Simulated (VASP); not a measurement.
## SnSe: single point with r2SCAN

The system is SnSe.

```xyz
2
Lattice="0.0000 3.0100 3.1605 3.0100 0.0000 3.1605 3.0100 3.0100 0.0000" Properties=species:S:1:pos:R:3 pbc="T T T"
Sn    0.0000    0.0000    0.0000
Se    3.0100    3.0100    3.1605
```

This cell differs from its parent crystal: strain +0.000 along x and y, +0.050 along z.

| Quantity | Value |
| --- | --- |
| Program | VASP 6.6.1 |
| Task | single point |
| Functional | r2SCAN |
| Potentials or basis | VASP PAW PBE potentials, release 64 (Sn_d, Se) |
| Cutoff | 520 eV |
| k mesh | 10 × 10 × 10 |
| Occupations | gaussian, width 0.05 eV |
| Spin | no spin polarisation |
| Dipole correction | no |
| Further INCAR settings | ALGO = Normal; EDIFF = 1e-06; NBANDS = 17 |

The pressure is -2.1 GPa and the band gap on the k mesh is 0.30 eV, direct.

Stress tensor (GPa, compression positive):
```
-0.64  0.00  0.00
 0.00 -0.64  0.00
 0.00  0.00 -4.95
```

Levels at points of the mesh, in eV from the valence-band top:
| k point | band 7 | band 8 | band 9 | band 10 | band 11 | band 12 | band 13 | band 14 |
| --- | --- | --- | --- | --- | --- | --- | --- | --- |
| (0.00, 0.00, 0.00) | -5.41 | -2.65 | -2.65 | -2.20 | 3.45 | 4.55 | 4.55 | 5.87 |
| (0.50, 0.00, 0.00) | -8.35 | -2.29 | -2.20 | 0.00 | 0.30 | 1.08 | 1.27 | 8.40 |
| (0.50, 0.50, 0.00) | -6.21 | -5.53 | -3.81 | -3.81 | 3.37 | 5.36 | 5.36 | 5.37 |
| (0.50, 0.00, 0.50) | -6.41 | -5.66 | -4.17 | -3.63 | 3.22 | 4.52 | 5.69 | 6.06 |

Wall time 4 min on 1 thread of Intel(R) Xeon(R) Platinum 8259CL CPU @ 2.50GHz (Skylake/Cascade Lake) (shared host), peak memory 0.25 GiB.

Caveat: the cell differs from its parent crystal (strain +0.000 along x and y, +0.050 along z); the PAW data sets were made with another functional, which shifts forces and pressure a little; spin-orbit coupling is left out, which moves the levels of the heavy elements. A k mesh can miss the band edges.
